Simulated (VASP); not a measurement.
# BaTe (Pm-3m) in VASP: a series of runs, part 2 of 2

VASP 6.6.1. The steps go on from the part before.

## 3. Single point, HSE06

POSCAR

```
BaTe
1.0
    4.2448181589      0.0000000000      0.0000000000
    0.0000000000      4.2448181589      0.0000000000
    0.0000000000      0.0000000000      4.2448181589
Ba Te
1 1
Direct
    0.0000000000      0.0000000000      0.0000000000
    0.5000000000      0.5000000000      0.5000000000
```

INCAR.step1

```
ALGO = Normal
EDIFF = 1E-5
ENCUT = 520
GGA = PE
ISIF = 2
ISMEAR = 1
LASPH = T
LCHARG = F
LREAL = F
LWAVE = T
NBANDS = 15
NELM = 100
PREC = Accurate
SIGMA = 0.5
```

INCAR.step2

```
ALGO = Normal
EDIFF = 1E-7
ENCUT = 520
GGA = PE
HFSCREEN = 0.2079
ISIF = 2
ISMEAR = 1
ISTART = 1
LASPH = T
LCHARG = F
LHFCALC = T
LREAL = F
LWAVE = F
NBANDS = 15
NELM = 100
PREC = Accurate
PRECFOCK = Normal
SIGMA = 0.5
```

KPOINTS

```
k-points
0
Gamma
  4 4 4
```

Potentials or basis: VASP PAW PBE potentials, release 64 (Ba_sv, Te).

On the command line:

```sh
> cat potpaw_PBE.64/Ba_sv/POTCAR potpaw_PBE.64/Te/POTCAR > POTCAR
> cp INCAR.step1 INCAR
> mpirun -np 1 vasp_std > vasp.out
> cp INCAR.step2 INCAR
> mpirun -np 1 vasp_std > vasp.out
```

OUTCAR:

```text
EDIFF = 1E-7
   ENCUT = 520
   GGA = PE
   HFSCREEN = 0.2079
   ISIF = 2
   ISMEAR = 1
   ISTART = 1
   LASPH = T
   LHFCALC = T
   LREAL = F
   NELM = 100
   PREC = Accurate
   PRECFOCK = Normal

 ion  position               nearest neighbor table
   1  0.000  0.000  0.000-   2 3.68   2 3.68   2 3.68   2 3.68   2 3.68   2 3.68   2 3.68   2 3.68

   2  0.500  0.500  0.500-   1 3.68   1 3.68   1 3.68   1 3.68   1 3.68   1 3.68   1 3.68   1 3.68

  LATTYP: Found a simple cubic cell.
 ALAT       =     4.2448181589

  Lattice vectors:

 A1 = (   4.2448181589,   0.0000000000,   0.0000000000)
 A2 = (   0.0000000000,   4.2448181589,   0.0000000000)
 A3 = (   0.0000000000,   0.0000000000,   4.2448181589)

Analysis of symmetry for initial positions (statically):
=====================================================================
 Subroutine PRICEL returns:
 Original cell was already a primitive cell.

 Routine SETGRP: Setting up the symmetry group for a
 simple cubic supercell.

 Subroutine GETGRP returns: Found 48 space group operations
 (whereof 48 operations were pure point group operations)
 out of a pool of 48 trial point group operations.

The static configuration has the point symmetry O_h .

Analysis of symmetry for dynamics (positions and initial velocities):
=====================================================================
 Subroutine PRICEL returns:
 Original cell was already a primitive cell.

 Routine SETGRP: Setting up the symmetry group for a
 simple cubic supercell.

 Subroutine GETGRP returns: Found 48 space group operations
 (whereof 48 operations were pure point group operations)
 out of a pool of 48 trial point group operations.

The dynamic configuration has the point symmetry O_h .

 Subroutine INISYM returns: Found 48 space group operations
 (whereof 48 operations are pure point group operations),
 and found     1 'primitive' translations

----------------------------------------------------------------------------------------

                                     Primitive cell

  volume of cell :      76.4852

  direct lattice vectors                    reciprocal lattice vectors
     4.244818159  0.000000000  0.000000000     0.235581352  0.000000000  0.000000000
     0.000000000  4.244818159  0.000000000     0.000000000  0.235581352  0.000000000
     0.000000000  0.000000000  4.244818159     0.000000000  0.000000000  0.235581352

  length of vectors
     4.244818159  4.244818159  4.244818159     0.235581352  0.235581352  0.235581352

  position of ions in fractional coordinates (direct lattice)
     0.000000000  0.000000000  0.000000000
     0.500000000  0.500000000  0.500000000

  ion indices of the primitive-cell ions
   primitive index   ion index
                 1           1
                 2           2

----------------------------------------------------------------------------------------

 KPOINTS: k-points

[... 36 lines left out ...]
   total plane-waves  NPLWV =  32768
   dimension x,y,z NGX =    32 NGY =   32 NGZ =   32
   dimension x,y,z NGXF=    64 NGYF=   64 NGZF=   64
   ions per type =               1   1
   NGX,Y,Z   is equivalent  to a cutoff of  12.53, 12.53, 12.53 a.u.
   NGXF,Y,Z  is equivalent  to a cutoff of  25.07, 25.07, 25.07 a.u.
 SYSTEM =  unknown system
   PREC   = accura    normal or accurate (medium, high low for compatibility)
   ISTART =      1    job   : 0-new  1-cont  2-samecut
   ICHARG =      0    charge: 1-file 2-atom 10-const
   ISPIN  =      1    spin polarized calculation?
   LNONCOLLINEAR =      F non collinear calculations
   LSORBIT =      F    spin-orbit coupling
   LASPH  =      T    aspherical Exc in radial PAW
   ENCUT  =  520.0 eV  38.22 Ry    6.18 a.u.   7.89  7.89  7.89*2*pi/ulx,y,z
   NELM   =    100;   NELMIN=  2; NELMDL=  0     # of ELM steps
   EDIFF  = 0.1E-06   stopping-criterion for ELM
   LREAL  =      F    real-space projection
   EDIFFG = 0.1E-05   stopping-criterion for IOM
   NSW    =      0    number of steps for IOM
   IBRION =     -1    ionic relax: 0-MD 1-quasi-New 2-CG
   NFREE  =      0    steps in history (QN), initial steepest desc. (CG)
   ISIF   =      2    stress and relaxation
   ISYM   =      3    0-nonsym 1-usesym 2-fastsym
   POTIM  = 0.5000    time-step for ionic-motion
   TEBEG  =    0.0;   TEEND  =   0.0 temperature during run
   PSTRESS=    0.0 pullay stress
   NELECT =      16.0000    total number of electrons
   NUPDOWN=      -1.0000    fix difference up-down
   EMIN   =  10.00;   EMAX   =-10.00  energy-range for DOS
   EFERMI =   0.00;   METHOD = LEGACY
   ISMEAR =     1;   SIGMA  =   0.50  broadening in eV -4-tet -1-fermi 0-gaus
   EFERMI_NEDOS =   21; number of points for ismear=-14 and -15
   IALGO  =     38    algorithm
   IMIX   =      1    mixing-type and parameters
     AMIX     =   0.40;   BMIX     =  1.00
     AMIX_MAG =   1.60;   BMIX_MAG =  1.00
  volume/ion in A,a.u.               =      38.24       258.07
  Fermi-wavevector in a.u.,A,eV,Ry     =   0.971827  1.836487 12.849998  0.944448
  Thomas-Fermi vector in A             =   2.102076
   LORBIT       =      0    0 simple, 1 ext, 2 COOP (PROOUT), +10 PAW based schemes
   GGA     = PE    functional components
   LHFCALC =     T    Hartree Fock is set to
   PRECFOCK=normal    Normal, Fast or Accurate (Low or Medium for compatibility)
   ENCUT4O =  -1.0   cutoff for four orbital integrals eV
   NKREDX  =     1    reduce k-point grid by
   NKREDY  =     1    reduce k-point grid by
   NKREDZ  =     1    reduce k-point grid by
   AEXX    =    0.2500 exact exchange contribution
   HFSCREEN=    0.2079 screening length (either q_TF or 0.3 A-1)
   HFSCREENC=   0.2079 screening length for correlation (either q_TF or 0.3 A-1)
   ENCUTFOCK=  -1.0 apply spherical cutoff to Coloumb kernel
   IVDW    =     0    specifies the selected vdW correction
   LEPSILON=     F    determine dielectric tensor
   LRPA    =     F    only Hartree local field effects (RPA)
 non-spin polarized calculation
 Methfessel and Paxton  Order N= 1 SIGMA  =   0.50
  energy-cutoff  :      520.00
  volume of cell :       76.49
 maximum number of plane-waves:      2103
 NGX is ok and might be reduce to    32
  NGX = 24; NGY = 24; NGZ = 24

 number of electron      15.9999999 magnetization

 Free energy of the ion-electron system (eV)
  ---------------------------------------------------
  ext. energy  EPLUGINS =         0.00000000
  ---------------------------------------------------
  free energy    TOTEN  =        -9.41971845 eV

  energy without entropy =       -9.45104336  energy(sigma->0) =       -9.43016009

 E-fermi :   3.5287     XC(G=0):  -7.3799

 val. band max:        3.4902678476   @ k =   0.5000   0.5000   0.0000
 cond. band min:       4.9208988795   @ k =   0.0000   0.0000   0.0000
 fundamental gap:      1.4306310319
 Fermi energy:         3.5286703483

 k-point     1 :       0.0000    0.0000    0.0000
  band No.  band energies     occupation
      1     -26.6559      2.00000
      2     -10.6260      2.00000
      3     -10.6260      2.00000
      4     -10.6260      2.00000
      5      -7.8758      2.00000
      6       3.0472      2.04171
      7       3.0472      2.04171
      8       3.0472      2.04170
      9       4.9209     -0.00059
     10       4.9209     -0.00059
     11       6.6116     -0.00000
     12       8.9697     -0.00000
     13       8.9697     -0.00000
     14       8.9697     -0.00000
[... 149 lines left out ...]
      2     -10.9075      2.00000
      3     -10.9075      2.00000
      4     -10.9075      2.00000
      5      -6.7802      2.00000
      6       0.2792      2.00000
      7       0.2792      2.00000
      8       0.2792      2.00000
      9       9.0056     -0.00000
     10       9.0056     -0.00000
     11       9.0056     -0.00000
     12      10.8916     -0.00000
     13      10.8916     -0.00000
     14      10.8920     -0.00000
     15      10.9853     -0.00000

------------------------ aborting loop because EDIFF is reached ----------------------------------------

  FORCE on cell =-STRESS in cart. coord.  units (eV):
  Direction    XX          YY          ZZ          XY          YZ          ZX
  --------------------------------------------------------------------------------------
  -------------------------------------------------------------------------------------
  Total       -0.0313206     -0.0313206     -0.0313206      0.0000000      0.0000000     -0.0000000
  in kB       -0.6560899     -0.6560899     -0.6560899      0.0000000      0.0000000     -0.0000000
  external PRESSURE =      -0.6560899 kB  Pullay stress =       0.0000000 kB

 VOLUME and BASIS-vectors are now :
 -----------------------------------------------------------------------------
  energy-cutoff  :      520.00
  volume of cell :       76.49
      direct lattice vectors                 reciprocal lattice vectors
     4.244818159  0.000000000  0.000000000     0.235581352  0.000000000  0.000000000
     0.000000000  4.244818159  0.000000000     0.000000000  0.235581352  0.000000000
     0.000000000  0.000000000  4.244818159     0.000000000  0.000000000  0.235581352

 POSITION                                       TOTAL-FORCE (eV/Angst)
 -----------------------------------------------------------------------------------
      0.00000      0.00000      0.00000         0.000000      0.000000      0.000000
      2.12241      2.12241      2.12241         0.000000      0.000000      0.000000
 -----------------------------------------------------------------------------------
    total drift:                                0.000000      0.000000      0.000000

  FREE ENERGIE OF THE ION-ELECTRON SYSTEM (eV)
  ---------------------------------------------------
  free  energy   TOTEN  =        -9.4197184513 eV

  energy  without entropy=       -9.4510433592  energy(sigma->0) =       -9.43016009
```

OSZICAR.step1:

```text
N       E                     dE             d eps       ncg     rms          rms(c)
DAV:   1     0.740602474347E+02    0.74060E+02   -0.64499E+03   300   0.903E+02
DAV:   2    -0.404076384273E+01   -0.78101E+02   -0.71640E+02   398   0.160E+02
DAV:   3    -0.827991783738E+01   -0.42392E+01   -0.42082E+01   422   0.368E+01
DAV:   4    -0.834621365106E+01   -0.66296E-01   -0.66275E-01   402   0.473E+00
DAV:   5    -0.834735796631E+01   -0.11443E-02   -0.11443E-02   373   0.532E-01    0.366E+00
DAV:   6    -0.824141201823E+01    0.10595E+00   -0.98314E-02   363   0.186E+00    0.234E+00
DAV:   7    -0.823794670544E+01    0.34653E-02   -0.10209E-01   370   0.200E+00    0.738E-01
DAV:   8    -0.824251927964E+01   -0.45726E-02   -0.18880E-02   335   0.833E-01    0.206E-01
DAV:   9    -0.824258644674E+01   -0.67167E-04   -0.65163E-04   342   0.149E-01    0.915E-02
DAV:  10    -0.824277418982E+01   -0.18774E-03   -0.37796E-04   314   0.143E-01    0.267E-02
DAV:  11    -0.824277709186E+01   -0.29020E-05   -0.27759E-05   398   0.301E-02
   1 F= -.82427771E+01 E0= -.82552136E+01  d E =0.373095E-01
```

Wall time 12 min (1 thread of Intel Xeon 8259CL, shared host); peak memory 0.3 GiB.

Results:

| Property | Result |
| --- | --- |
| Free energy | -9.4197 eV |
| Pressure | -0.1 GPa |
| Band gap on the k mesh | 1.43 eV (least direct gap 1.64 eV) |

Levels at points of the mesh, in eV from the valence-band top:
```csv
k point,band 4,band 5,band 6,band 7,band 8,band 9,band 10,band 11,band 12,band 13
"(0.00, 0.00, 0.00)",-14.12,-11.37,-0.44,-0.44,-0.44,1.43,1.43,3.12,5.48,5.48
"(0.50, 0.00, 0.00)",-14.05,-10.46,-3.73,-0.94,-0.94,2.37,5.54,5.74,5.94,5.95
"(0.50, 0.50, 0.00)",-14.01,-10.72,-2.30,-2.30,0.00,1.64,3.26,3.68,3.68,7.32
"(0.50, 0.50, 0.50)",-14.40,-10.27,-3.21,-3.21,-3.21,5.52,5.52,5.52,7.40,7.40
```

Caveat: the PAW data sets were made with another functional, which shifts forces and pressure a little; spin-orbit coupling is left out, which moves the levels of the heavy elements. A k mesh can miss the band edges.
